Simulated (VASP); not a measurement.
# Al (Cmcm) in VASP: a series of runs

The runs below take Al through single point, relaxation of cell and atoms, with PBE.

Program: VASP 6.6.1. These are calculated values, not measurements. Logs are shortened: lines on timing, memory, paths and dates and some standing lists are left out, and cuts for length are marked.

## 1. The cell of the first run

It takes space group Cmcm (No. 63, orthorhombic). The conventional cell has a = 3.894 Å, b = 6.530 Å, c = 3.001 Å, α = 90.00°, β = 90.00°, γ = 90.00°. Al (site symmetry m2m) has 8 Al at 2.49 to 3.00 Å within 3.3 Å.

## 2. Single point, PBE

Contents of INCAR:

```
PREC = Accurate
ENCUT = 520
EDIFF = 1E-6
ISMEAR = 0
SIGMA = 0.1
LREAL = False
LASPH = True
NELM = 80
ALGO = Fast
ISIF = 2
LWAVE = False
LCHARG = True
GGA = PE
LELF = True
LVHAR = True
NBANDS = 10
```

Contents of KPOINTS:

```
Automatic mesh
0
Gamma
  6 6 6
```

Contents of POSCAR:

```
Al
1.0
    1.9467881600     -3.2650407400      0.0000000000
    1.9467881600      3.2650407400      0.0000000000
    0.0000000000      0.0000000000      3.0013469500
Al
2
Direct
    0.3480227900      0.6519772100      0.2500000000
    0.6519772100      0.3480227900      0.7500000000
```

Potentials or basis: VASP PAW PBE potentials, release 64 (Al).

Run with:

```bash
cat potpaw_PBE.64/Al/POTCAR > POTCAR
mpirun -np 1 vasp_std > vasp.out
```

OUTCAR:

```text
PREC = Accurate
   ENCUT = 520
   EDIFF = 1E-6
   ISMEAR = 0
   LREAL = False
   LASPH = True
   NELM = 80
   ISIF = 2
   GGA = PE

 ion  position               nearest neighbor table
   1  0.348  0.652  0.250-   2 2.49   2 2.49   2 2.77   2 2.77   2 2.77   2 2.77
   2  0.652  0.348  0.750-   1 2.49   1 2.49   1 2.77   1 2.77   1 2.77   1 2.77

  LATTYP: Found a base centered orthorhombic cell.
 ALAT       =     3.8935763200
 B/A-ratio  =     1.6771422834
 C/A-ratio  =     0.7708457992

  Lattice vectors:

 A1 = (   1.9467881600,  -3.2650407400,   0.0000000000)
 A2 = (   1.9467881600,   3.2650407400,   0.0000000000)
 A3 = (   0.0000000000,   0.0000000000,   3.0013469500)

Analysis of symmetry for initial positions (statically):
=====================================================================
 Subroutine PRICEL returns:
 Original cell was already a primitive cell.

 Routine SETGRP: Setting up the symmetry group for a
 base centered orthorhombic supercell.

 Subroutine GETGRP returns: Found  8 space group operations
 (whereof  4 operations were pure point group operations)
 out of a pool of  8 trial point group operations.

The static configuration has the point symmetry C_2h.
 The point group associated with its full space group is D_2h.

Analysis of symmetry for dynamics (positions and initial velocities):
=====================================================================
 Subroutine PRICEL returns:
 Original cell was already a primitive cell.

 Routine SETGRP: Setting up the symmetry group for a
 base centered orthorhombic supercell.

 Subroutine GETGRP returns: Found  8 space group operations
 (whereof  4 operations were pure point group operations)
 out of a pool of  8 trial point group operations.

The dynamic configuration has the point symmetry C_2h.
 The point group associated with its full space group is D_2h.

 Subroutine INISYM returns: Found  8 space group operations
 (whereof  4 operations are pure point group operations),
 and found     1 'primitive' translations

----------------------------------------------------------------------------------------

                                     Primitive cell

  volume of cell :      38.1552

  direct lattice vectors                    reciprocal lattice vectors
     1.946788160 -3.265040740  0.000000000     0.256833286 -0.153137446  0.000000000
     1.946788160  3.265040740  0.000000000     0.256833286  0.153137446  0.000000000
     0.000000000  0.000000000  3.001346950     0.000000000  0.000000000  0.333183739

[... 85 lines left out ...]
   EDIFFG = 0.1E-04   stopping-criterion for IOM
   NSW    =      0    number of steps for IOM
   IBRION =     -1    ionic relax: 0-MD 1-quasi-New 2-CG
   NFREE  =      0    steps in history (QN), initial steepest desc. (CG)
   ISIF   =      2    stress and relaxation
   ISYM   =      2    0-nonsym 1-usesym 2-fastsym
   POTIM  = 0.5000    time-step for ionic-motion
   TEBEG  =    0.0;   TEEND  =   0.0 temperature during run
   PSTRESS=    0.0 pullay stress
   NELECT =       6.0000    total number of electrons
   NUPDOWN=      -1.0000    fix difference up-down
   EMIN   =  10.00;   EMAX   =-10.00  energy-range for DOS
   EFERMI =   0.00;   METHOD = LEGACY
   ISMEAR =     0;   SIGMA  =   0.10  broadening in eV -4-tet -1-fermi 0-gaus
   EFERMI_NEDOS =   21; number of points for ismear=-14 and -15
   IALGO  =     68    algorithm
   IMIX   =      4    mixing-type and parameters
     AMIX     =   0.40;   BMIX     =  1.00
     AMIX_MAG =   1.60;   BMIX_MAG =  1.00
  volume/ion in A,a.u.               =      19.08       128.74
  Fermi-wavevector in a.u.,A,eV,Ry     =   0.883637  1.669833 10.623633  0.780815
  Thomas-Fermi vector in A             =   2.004430
   LORBIT       =      0    0 simple, 1 ext, 2 COOP (PROOUT), +10 PAW based schemes
   GGA     = PE    functional components
   LHFCALC =     F    Hartree Fock is set to
   AEXX    =    0.0000 exact exchange contribution
   IVDW    =     0    specifies the selected vdW correction
   LEPSILON=     F    determine dielectric tensor
   LRPA    =     F    only Hartree local field effects (RPA)
 non-spin polarized calculation
 RMM-DIIS sequential band-by-band and
 Gauss-broadening in eV      SIGMA  =   0.10
  energy-cutoff  :      520.00
  volume of cell :       38.16
 maximum number of plane-waves:      1048
   NGX = 15   NGY = 15   NGZ = 11

 number of electron       6.0000000 magnetization

 Free energy of the ion-electron system (eV)
  ---------------------------------------------------
  ext. energy  EPLUGINS =         0.00000000
  ---------------------------------------------------
  free energy    TOTEN  =        -6.81902493 eV

  energy without entropy =       -6.81677253  energy(sigma->0) =       -6.81789873

 E-fermi :   6.1437     XC(G=0):  -9.5356

 val. band max:        6.0396013877   @ k =   0.3333  -0.0000   0.1667
 cond. band min:       6.1472854471   @ k =   0.3333   0.3333   0.5000
 fundamental gap:      0.1076840594
 Fermi energy:         6.1437116774

 k-point     1 :       0.0000    0.0000    0.0000
  band No.  band energies     occupation
      1      -3.9196      2.00000
      2       6.9453      0.00000
      3       7.4586      0.00000
      4       9.0757      0.00000
      5       9.2173      0.00000
      6      10.5209      0.00000
      7      10.9037      0.00000
      8      13.4728      0.00000
      9      13.6619      0.00000
     10      19.9498      0.00000
[... 287 lines left out ...]
 k-point    24 :       0.5000    0.3333    0.1667
  band No.  band energies     occupation
      1      -0.9730      2.00000
      2       1.0657      2.00000
      3       3.9851      2.00000
      4       9.2963      0.00000
      5      10.1823      0.00000
      6      11.3257      0.00000
      7      14.1938      0.00000
      8      14.2860      0.00000
      9      18.2173      0.00000
     10      19.2273      0.00000

 [... further k-points ...]
[... 5 lines left out ...]
  --------------------------------------------------------------------------------------
  -------------------------------------------------------------------------------------
  Total        0.1158010      3.5169066      0.4939643      0.0000000      0.0000000      0.0000000
  in kB        4.8626074    147.6787204     20.7420982      0.0000000      0.0000000      0.0000000
  external PRESSURE =      57.7611420 kB  Pullay stress =       0.0000000 kB

 VOLUME and BASIS-vectors are now :
 -----------------------------------------------------------------------------
  energy-cutoff  :      520.00
  volume of cell :       38.16
      direct lattice vectors                 reciprocal lattice vectors
     1.946788160 -3.265040740  0.000000000     0.256833286 -0.153137446  0.000000000
     1.946788160  3.265040740  0.000000000     0.256833286  0.153137446  0.000000000
     0.000000000  0.000000000  3.001346950     0.000000000  0.000000000  0.333183739

 POSITION                                       TOTAL-FORCE (eV/Angst)
 -----------------------------------------------------------------------------------
      1.94679      0.99242      0.75034         0.000000      1.570705     -0.000000
      1.94679     -0.99242      2.25101         0.000000     -1.570705      0.000000
 -----------------------------------------------------------------------------------
    total drift:                               -0.000000     -0.000000      0.000000

  FREE ENERGIE OF THE ION-ELECTRON SYSTEM (eV)
  ---------------------------------------------------
  free  energy   TOTEN  =        -6.8190249336 eV

  energy  without entropy=       -6.8167725319  energy(sigma->0) =       -6.81789873
```

Run time: 12 s. Hardware: 1 thread of Intel Xeon 6975P-C, shared host; peak memory 0.14 GiB.

What came out:

- Free energy: -6.8190 eV
- Pressure: 5.8 GPa
- Largest force: 1.571 eV/Å
- Band gap on the k mesh: zero (band 3 reaches 10.49 eV, above the bottom of band 4 at 3.85 eV)

Forces on the atoms (eV/Å):
```
Al   0.000  1.571  0.000
Al   0.000 -1.571  0.000
```

Stress tensor (GPa, compression positive):
```
 0.49  0.00  0.00
 0.00 14.77  0.00
 0.00  0.00  2.07
```

Levels at points of the mesh, in eV from the Fermi level:
```csv
k point,band 1,band 2,band 3,band 4,band 5,band 6
"(0.00, 0.00, 0.00)",-10.06,0.80,1.31,2.93,3.07,4.38
"(0.50, 0.00, 0.00)",-7.69,-5.88,-0.80,1.21,6.59,8.68
"(0.50, 0.50, 0.00)",-7.00,-6.52,-1.07,1.14,7.48,7.56
"(0.00, 0.00, 0.50)",-6.03,-6.03,4.34,4.34,5.02,5.02
"(0.50, 0.00, 0.50)",-3.78,-3.78,-1.84,-1.84,2.89,2.89
"(0.50, 0.50, 0.50)",-3.29,-3.29,-2.29,-2.29,2.68,2.68
```

Caveat: forces of over 1 eV/Å act on the atoms, so gaps and moduli don't describe the material at rest.

## 3. Relaxation of cell and atoms, PBE

Contents of INCAR:

```
ALGO     = Normal         # electronic algorithm
EDIFF    = 1E-6           # SCF threshold, eV
EDIFFG   = -0.04          # ionic threshold
ENCUT    = 600            # plane-wave cutoff, eV
GGA      = PE             # functional
IBRION   = 2              # ionic algorithm
ISIF     = 3              # what is computed and relaxed
ISMEAR   = 0              # smearing method
LASPH    = T              # aspherical terms in the spheres
LCHARG   = F              # write CHGCAR
LREAL    = F              # projectors in reciprocal space
LWAVE    = F              # write WAVECAR
NELM     = 100            # most SCF steps
NSW      = 90             # ionic steps
PREC     = Accurate       # precision mode
SIGMA    = 0.1            # smearing width, eV
```

Contents of KPOINTS:

```
k-points
0
Gamma
  6 6 6
```

POSCAR is that of step 2.

Potentials or basis: VASP PAW PBE potentials, release 64 (Al).

Run with:

```bash
cat potpaw_PBE.64/Al/POTCAR > POTCAR
mpirun -np 1 vasp_std > vasp.out
```

Wall time 28 s (1 thread of Intel Xeon 6975P-C, shared host); peak memory 0.15 GiB.

It converged, with:

* Free energy: -7.0446 eV
* Relaxed volume: 20.48 Å³/atom
* Relaxed cell: a = 4.034 Å, b = 4.034 Å, c = 2.974 Å, α = 90.00°, β = 90.00°, γ = 122.20°
* Space group after relaxing (to 0.05 Å): Cmcm (No. 63)
* Energy gained by relaxing: 112.7 meV/atom
* Ionic steps: 4
* Pressure after relaxing: 0.1 GPa
* Largest force after relaxing: 0.021 eV/Å
* Band gap on the k mesh: zero (band 3 reaches 9.60 eV, above the bottom of band 4 at 3.60 eV)

Forces on the atoms (eV/Å):
```
Al   0.000 -0.021  0.000
Al   0.000  0.021  0.000
```

Stress tensor (GPa, compression positive):
```
 0.30  0.00  0.00
 0.00  0.15  0.00
 0.00  0.00 -0.26
```

Step by step:
```csv
step,energy change (eV),largest force (eV/Å),pressure (GPa),volume (Å³)
1,0.0000,1.5705,5.78,38.16
2,-0.2152,0.0729,-1.47,42.00
3,-0.2166,0.0324,-1.04,41.64
4,-0.2254,0.0214,0.07,40.96
```

Final structure:
```cif
data_structure
_symmetry_space_group_name_H-M 'P 1'
_symmetry_Int_Tables_number 1
_cell_length_a 4.0343
_cell_length_b 4.0343
_cell_length_c 2.9738
_cell_angle_alpha 90.000
_cell_angle_beta 90.000
_cell_angle_gamma 122.199
_cell_volume 40.96
loop_
_atom_site_label
_atom_site_type_symbol
_atom_site_fract_x
_atom_site_fract_y
_atom_site_fract_z
_atom_site_occupancy
Al1 Al 0.33690 0.66310 0.25000 1
Al2 Al 0.66310 0.33690 0.75000 1
```

Levels at points of the mesh, in eV from the Fermi level:
```
           k point  band 1  band 2  band 3  band 4  band 5  band 6  band 7
(0.00, 0.00, 0.00)   -9.59    0.36    0.90    2.28    3.37    3.60    5.61
(0.50, 0.00, 0.00)   -7.20   -5.83   -1.26    0.84    7.57    8.94    9.46
(0.50, 0.50, 0.00)   -7.38   -5.99   -0.73    1.42    7.41    8.81    9.34
(0.00, 0.00, 0.50)   -5.47   -5.47    4.13    4.13    4.65    4.65    6.37
(0.50, 0.00, 0.50)   -3.20   -3.20   -1.70   -1.70    2.57    2.57    4.98
(0.50, 0.50, 0.50)   -3.37   -3.37   -1.87   -1.87    3.09    3.09    5.58
```
